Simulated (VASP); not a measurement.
Write the native input for VASP 6.6.1 that does the following.

| Item | Value |
| --- | --- |
| Task | single point |
| Functional | LDA |
| Potentials or basis | VASP PAW LDA potentials, release 64 (Ti_sv, Al) |
| Cutoff | 520 eV |
| k mesh | 14 × 14 × 14 |
| Occupations | gaussian, width 0.15 eV |
| Spin | no spin polarisation |
| Dipole correction | no |
| Further INCAR settings | ALGO = Fast; EDIFF = 1e-07; NBANDS = 14 |

The structure of TiAl lies in POSCAR:

```
TiAl
1.0
    3.0381738569      0.0000000000      0.0000000000
    0.0000000000      3.0381738569      0.0000000000
    0.0000000000      0.0000000000      3.1240862282
Ti Al
1 1
Direct
    0.0000000000      0.0000000000      0.0000000000
    0.5000000000      0.5000000000      0.5000000000
```

This cell differs from its parent crystal: normal strain along x -0.0275, normal strain along y -0.0275.

The input as run:

INCAR

```
SYSTEM = TiAl
PREC = Accurate
ENCUT = 520
EDIFF = 1E-7
ISMEAR = 0
SIGMA = 0.15
LREAL = .False.
LASPH = .True.
NELM = 60
ALGO = Fast
ISIF = 2
LWAVE = .False.
LCHARG = .False.
NBANDS = 14
```

KPOINTS

```
Automatic mesh
0
Gamma
  14 14 14
  0 0 0
```

Potentials or basis: VASP PAW LDA potentials, release 64 (Ti_sv, Al).

The run is started by

```console
$ cat potpaw_LDA.64/Ti_sv/POTCAR potpaw_LDA.64/Al/POTCAR > POTCAR
$ mpirun -np 1 vasp_std > vasp.out
```

Results of the run:

| Quantity | Value |
| --- | --- |
| Pressure | 8.1 GPa |

Caveat: the cell differs from its parent crystal (normal strain along x -0.0275, normal strain along y -0.0275).

It took 68 s on 1 thread of Intel(R) Xeon(R) 6975P-C (Granite Rapids), on a shared host, peak memory 0.22 GiB.
